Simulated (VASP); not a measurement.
KI:

```
CELL_PARAMETERS angstrom
4.33214 0.04119 0.04119
0.04119 4.33214 0.04119
0.04119 0.04119 4.33214
ATOMIC_POSITIONS crystal
K 0.00000 0.00000 0.00000
I 0.50000 0.50000 0.50000
```

This cell differs from its parent crystal: strain along [111] +2.9%.

Base run:

```yaml
Program: VASP 6.6.1
Functional: r2SCAN
Potentials_or_basis: VASP PAW PBE potentials, release 64 (K_sv, I)
Cutoff: 550 eV
k_mesh: 6 × 6 × 6
Occupations: gaussian, width 0.01 eV
Spin: no spin polarisation
```

Its results: band gap on the k mesh 3.97 eV, indirect (least direct gap 4.28 eV); pressure -0.4 GPa.

Task: The run is repeated on the same cell with these changes: functional from r2SCAN to HSE06; cutoff from 550 eV to 400 eV; k mesh from 6 × 6 × 6 to 4 × 4 × 4. What comes out?

Result: Band gap on the k mesh 4.23 eV, indirect (least direct gap 4.56 eV); pressure -0.1 GPa.

Several settings changed at once, so the effect can't be laid on one alone.

Caveats: the PAW data sets were made with another functional, which shifts forces and pressure a little; spin-orbit coupling is left out, which moves the levels of the heavy elements.

A k mesh can miss the band edges.
